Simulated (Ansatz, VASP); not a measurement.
# One calculation of MgCd2Te3, two programs

The input INCAR:

```
  PREC = Accurate
  ENCUT = 520
  EDIFF = 1E-6
  ISMEAR = 0
  SIGMA = 0.1
  LREAL = False
  LASPH = True
  NELM = 100
  ALGO = Normal
  ISIF = 2
  LWAVE = False
  LCHARG = False
  GGA = PE
  NBANDS = 31
```

Contents of KPOINTS:

```
regular mesh
0
Gamma
  6 6 2
```

Contents of POSCAR:

```
MgCd2Te3
1.0
    4.3003172900      0.0000000000      0.0000000000
   -2.1501586500      3.7241840200      0.0000000000
    0.0000000000      0.0000000000     10.5335831000
Mg Cd Te
1 2 3
Direct
    0.3333333300      0.6666666700      0.6666666700
    0.0000000000      0.0000000000      0.0000000000
    0.6666666700      0.3333333300      0.3333333300
    0.0000000000      0.0000000000      0.7500000000
    0.3333333300      0.6666666700      0.4166666700
    0.6666666700      0.3333333300      0.0833333300
```

Input for Ansatz:

```yaml
crystal:
  lattice:
    - [4.30031729, 0.0, 0.0]
    - [-2.15015865, 3.72418402, 0.0]
    - [0.0, 0.0, 10.5335831]
  atoms:
    - { symbol: Mg, position: [0.33333333, 0.66666667, 0.66666667] }
    - { symbol: Cd, position: [0.0, 0.0, 0.0] }
    - { symbol: Cd, position: [0.66666667, 0.33333333, 0.33333333] }
    - { symbol: Te, position: [0.0, 0.0, 0.75] }
    - { symbol: Te, position: [0.33333333, 0.66666667, 0.41666667] }
    - { symbol: Te, position: [0.66666667, 0.33333333, 0.08333333] }
basis:
  ecutwfc: 420
kpoints:
  mp_grid: { grid: [6, 6, 2] }
hamiltonian:
  xc: pbe
scf:
  occupations: { method: gaussian, width: 0.1 }
  lower_state_search: "off"
output:
  forces: true
  stress: true
  eigenvalues: true
```

Alike in both runs: task single point; functional PBE; k mesh 6 × 6 × 2; occupations gaussian, width 0.1 eV; no spin polarisation.

|  | VASP | Ansatz |
| --- | --- | --- |
| version | VASP 6.6.1 | Ansatz 0.2.0 |
| potentials or method | VASP PAW PBE potentials, release 64 (Mg, Cd, Te), cutoff 520 eV | scalar-relativistic, plane waves, PAW |
| valence electrons in the cell | 44 | 98 |

|  | VASP | Ansatz | Ansatz less VASP |
| --- | --- | --- | --- |
| gap on the k mesh at the Fermi level (eV) | 1.77 | 1.76 | -0.006 |
| least direct gap on the mesh (eV) | 1.77 | 1.76 | -0.006 |
| pressure (GPa) | 14.6 | 14.4 | -0.22 |
| traceless stress, the component that is largest in VASP (GPa) | -0.06 | -0.06 | 0.000 |
| rms of the force components (eV/Å) | 0.211 | 0.203 | -0.0082 |

Atom by atom the forces differ by 0.008 eV/Å (rms over components). VASP's potentials hold 44 valence electrons a cell and Ansatz's 98, so a difference there can come from the potentials and not from the codes.

Neither program's run includes spin-orbit coupling.
